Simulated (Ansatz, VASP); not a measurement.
Ir in VASP and in Ansatz

Contents of INCAR:

```
  ALGO = Normal
  EDIFF = 1E-6
  ENCUT = 500
  GGA = CA
  GGA_COMPAT = F
  ISIF = 2
  ISMEAR = 0
  LASPH = T
  LCHARG = F
  LREAL = F
  LWAVE = F
  NBANDS = 16
  NELM = 120
  PREC = Accurate
  SIGMA = 0.15
```

Contents of KPOINTS:

```
k-points
0
Gamma
  18 18 10
```

File POSCAR:

```
Ir
1.0
    2.7052686553      0.0000000000      0.0000000000
   -1.3526343277      2.3428313795      0.0000000000
    0.0000000000      0.0000000000      4.3862420605
Ir
2
Direct
    0.6666666667      0.3333333333      0.7500000000
    0.3333333333      0.6666666667      0.2500000000
```

Input for Ansatz:

```yaml
crystal:
  lattice:
    - [2.7052686553, 0.0, 0.0]
    - [-1.3526343277, 2.3428313795, 0.0]
    - [0.0, 0.0, 4.3862420605]
  atoms:
    - { symbol: Ir, position: [0.6666666667, 0.3333333333, 0.75] }
    - { symbol: Ir, position: [0.3333333333, 0.6666666667, 0.25] }
basis:
  ecutwfc: 420
kpoints:
  mp_grid: { grid: [18, 18, 10] }
hamiltonian:
  xc: lda
scf:
  occupations: { method: gaussian, width: 0.15 }
output:
  forces: true
  stress: true
  eigenvalues: true
```

Alike in both runs: task single point; functional LDA; k mesh 18 × 18 × 10; occupations gaussian, width 0.15 eV; no spin polarisation.

|  | VASP | Ansatz |
| --- | --- | --- |
| version | VASP 6.6.1 | Ansatz 0.2.0 |
| potentials or method | VASP PAW LDA potentials, release 64 (Ir), cutoff 500 eV | scalar-relativistic, plane waves, PAW |
| valence electrons in the cell | 18 | 34 |

VASP gave:

```
gap on the k mesh at the Fermi level (eV) : none
pressure (GPa)                            : 2.6
```

Problem. Estimate Ansatz's values.

Solution. gap on the k mesh at the Fermi level (eV): none; pressure (GPa): 0.1.

LDA's correlation is that of Perdew and Zunger in VASP and of Perdew and Wang (1992) in Ansatz. A gap of «none» marks a metal or a gap that the smearing closes. VASP's potentials hold 18 valence electrons a cell and Ansatz's 34, so a difference there can come from the potentials and not from the codes.

Spin-orbit coupling is off throughout.
